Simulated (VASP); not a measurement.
Here is a VASP 6.6.1 calculation.

POSCAR

```
GaAs
1.0
    3.3286687154      0.0000000000      0.0000000000
    0.0000000000      3.3286687154      0.0000000000
    0.0000000000      0.0000000000      3.3286687154
Ga As
1 1
Direct
    0.0000000000      0.0000000000      0.0000000000
    0.5000000000      0.5000000000      0.5000000000
```

INCAR.step1

```
PREC     = Accurate       # precision mode
ENCUT    = 520            # plane-wave cutoff, eV
ISMEAR   = -1             # smearing method
SIGMA    = 0.02           # smearing width, eV
LREAL    = False          # projectors in reciprocal space
LASPH    = True           # aspherical terms in the spheres
NELM     = 60             # most SCF steps
NBANDS   = 16             # bands
GGA      = PE             # functional
ALGO     = Normal         # electronic algorithm
EDIFF    = 1E-4           # SCF threshold, eV
LWAVE    = True           # write WAVECAR
LCHARG   = False          # write CHGCAR
```

The input INCAR.step2:

```
PREC     = Accurate       # precision mode
ENCUT    = 520            # plane-wave cutoff, eV
EDIFF    = 1E-6           # SCF threshold, eV
ISMEAR   = -1             # smearing method
SIGMA    = 0.02           # smearing width, eV
LREAL    = False          # projectors in reciprocal space
LASPH    = True           # aspherical terms in the spheres
NELM     = 60             # most SCF steps
ALGO     = Normal         # electronic algorithm
ISIF     = 2              # what is computed and relaxed
LWAVE    = False          # write WAVECAR
LCHARG   = False          # write CHGCAR
METAGGA  = R2SCAN         # meta-GGA
LMIXTAU  = True         
NBANDS   = 16             # bands
ISTART   = 1
```

File KPOINTS:

```
Automatic mesh
0
Gamma
  3 3 3
```

Potentials or basis: VASP PAW PBE potentials, release 64 (Ga_d, As).

The run is started by

```bash
$ cat potpaw_PBE.64/Ga_d/POTCAR potpaw_PBE.64/As/POTCAR > POTCAR
$ cp INCAR.step1 INCAR
$ mpirun -np 1 vasp_std > vasp.out
$ cp INCAR.step2 INCAR
$ mpirun -np 1 vasp_std > vasp.out
```

Q: What does it give for the band gap on the k mesh?

A: Zero (band 9 reaches 6.49 eV, above the bottom of band 10 at 5.16 eV).

Q: What does it give for the pressure?

A: 5.4 GPa.

Caveat: the k points lie up to 0.63 Å⁻¹ apart; the PAW data sets were made with another functional, which shifts forces and pressure a little.
